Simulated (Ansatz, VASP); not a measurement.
# Two plane-wave programs on AlNi

```
Al Ni
1.0
     0.00000   -2.89272    0.00000
     0.00000    0.00000   -2.89272
     9.87817   -0.48212   -0.48212
Al Ni
3 3
Direct
  0.89018 0.89018 0.65889
  0.98780 0.98780 0.07321
  0.93899 0.93899 0.36605
  0.36578 0.36578 0.80531
  0.46339 0.46339 0.21963
  0.41459 0.41459 0.51247
```

Alike in both runs: task single point; functional PBE; k mesh 15 × 15 × 5; occupations gaussian, width 0.15 eV; no spin polarisation.

|  | VASP | Ansatz |
| --- | --- | --- |
| version | VASP 6.6.1 | Ansatz 0.2.0 |
| potentials or method | VASP PAW PBE potentials, release 64 (Al, Ni), cutoff 520 eV | scalar-relativistic, plane waves, PAW |
| valence electrons in the cell | 39 | 63 |

```csv
,VASP,Ansatz,Ansatz less VASP
gap on the k mesh at the Fermi level (eV),none,none,-
pressure (GPa),-6.1,-6.3,-0.16
"traceless stress, the component that is largest in VASP (GPa)",-1.66,-1.65,+0.016
rms of the force components (eV/Å),0.320,0.321,+0.0010
```

Atom by atom the forces differ by 0.004 eV/Å (rms over components). A gap of «none» marks a metal or a gap that the smearing closes. VASP's potentials hold 39 valence electrons a cell and Ansatz's 63, so a difference there can come from the potentials and not from the codes.
